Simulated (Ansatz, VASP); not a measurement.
**Two plane-wave programs on MgCd3O4**

```
Mg Cd O
1.0
     3.31547    0.00149    0.00000
     0.00140    3.32273   -0.00014
    -0.00018   -0.00175    9.29408
Mg Cd O
1 3 4
Direct
  0.99947 0.96867 0.00000
  0.49991 0.49615 0.24342
  0.99996 0.99860 0.49999
  0.49988 0.49605 0.75657
  0.00004 0.00146 0.23243
  0.50000 0.49933 0.50000
  0.00005 0.00132 0.76759
  0.50070 0.53842 0.00000
```

Change from the starting cell: cell x1, atoms moved at random (sigma 0.15 Å) and cell strained at random (1.5 %), then relaxed without symmetry.

Alike in both runs: functional PBE; k mesh 6 × 6 × 4; occupations gaussian, width 0.2 eV; no spin polarisation.

Ansatz relaxed the structure, and its values are those at the end. VASP's run is a single point on that final structure, the one shown.

|  | VASP | Ansatz |
| --- | --- | --- |
| version | VASP 6.6.1 | Ansatz 0.2.0 |
| potentials or method | VASP PAW PBE potentials, release 64 (Mg, Cd, O), cutoff 520 eV | scalar-relativistic, plane waves, PAW |
| valence electrons in the cell | 62 | 94 |

```csv
,VASP,Ansatz,Ansatz less VASP
gap on the k mesh at the Fermi level (eV),none,none,-
pressure (GPa),1.0,0.0,-0.97
rms of the force components (eV/Å),0.014,0.001,-0.0132
```

A gap of «none» marks a metal or a gap that the smearing closes. VASP's potentials hold 62 valence electrons a cell and Ansatz's 94, so a difference there can come from the potentials and not from the codes.
